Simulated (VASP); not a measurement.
Set up this calculation in VASP 6.6.1, as the native input.

- Task: single point
- Functional: PBE
- Dispersion: D3(BJ)
- Potentials or basis: VASP PAW PBE potentials, release 64 (Mo_sv)
- Cutoff: 500 eV
- k mesh: 18 × 18 × 18
- Occupations: gaussian, width 0.1 eV
- Spin: no spin polarisation
- Dipole correction: no
- Further INCAR settings: ALGO = Normal; EDIFF = 1e-06; NBANDS = 13

The structure of Mo lies in POSCAR:

```
Mo
1.0
   -1.5651315720      1.5651315720      1.5651315720
    1.5651315720     -1.5651315720      1.5651315720
    1.5651315720      1.5651315720     -1.5651315720
Mo
1
Direct
    0.0000000000      0.0000000000      0.0000000000
```

The input as run:

INCAR

```
SYSTEM = Mo
PREC     = Accurate       ! precision mode
ENCUT    = 500            ! plane-wave cutoff, eV
EDIFF    = 1E-6           ! SCF threshold, eV
ISMEAR   = 0              ! smearing method
SIGMA    = 0.1            ! smearing width, eV
LREAL    = .False.        ! projectors in reciprocal space
LASPH    = .True.         ! aspherical terms in the spheres
NELM     = 120            ! most SCF steps
ALGO     = Normal         ! electronic algorithm
ISIF     = 2              ! what is computed and relaxed
LWAVE    = .False.        ! write WAVECAR
LCHARG   = .True.         ! write CHGCAR
GGA      = PE             ! functional
IVDW     = 12             ! dispersion correction
LELF     = .True.         ! ELF
LVHAR    = .True.       
NBANDS   = 13             ! bands
GGA_COMPAT= .False.
```

KPOINTS

```
regular mesh
0
Gamma
  18 18 18
  0 0 0
```

Potentials or basis: VASP PAW PBE potentials, release 64 (Mo_sv).

Run with:

```sh
$ cat potpaw_PBE.64/Mo_sv/POTCAR > POTCAR
$ mpirun -np 1 vasp_std > vasp.out
```

It gave:

| Item | Value |
| --- | --- |
| Pressure | 0.6 GPa |
| Band gap on the k mesh | zero (band 7 reaches 16.99 eV, above the bottom of band 8 at 11.50 eV) |
| Dispersion energy per atom | -0.728 eV |

Caveat: pairwise dispersion overbinds metals, which lowers pressure and volume.

Wall time 11 s on 1 thread of Intel(R) Xeon(R) 6975P-C (Granite Rapids), with other jobs on the host, peak memory 0.15 GiB.
